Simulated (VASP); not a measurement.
Runs of VASP 6.6.1 on C. The structure is that of space group P6/mmm (No. 191), or close to it. The cells are those of the table. 

```tsv
cell	gap on the mesh (eV)	pressure (GPa)
a = 2.526, b = 2.526, c = 3.661 Å, angles 90.0, 90.0, 120.0°, 2 atoms	none	(a)
a = 2.403, b = 2.403, c = 3.483 Å, angles 90.0, 90.0, 120.0°, 2 atoms	none	30.9
a = 2.424, b = 2.424, c = 3.512 Å, angles 90.0, 90.0, 120.0°, 2 atoms	none	15.8
a = 2.506, b = 2.506, c = 3.632 Å, angles 90.0, 90.0, 120.0°, 2 atoms	none	(b)
a = 2.485, b = 2.485, c = 3.602 Å, angles 90.0, 90.0, 120.0°, 2 atoms	none	-6.1
```

Alike in all rows: task single point; level PBE+D3(BJ); potentials or basis VASP PAW PBE potentials, release 64 (C); no spin polarisation; k mesh 21 × 21 × 12; cutoff (eV) 520; smearing gaussian 0.15 eV.

Q: Fill in the values left out.

A: (a) -17.2; (b) -12.0.

Caveats: forces of over 1 eV/Å act on the atoms, so gaps and moduli don't describe the material at rest (some runs).

A gap of «none» marks levels without a gap at the run's occupations.
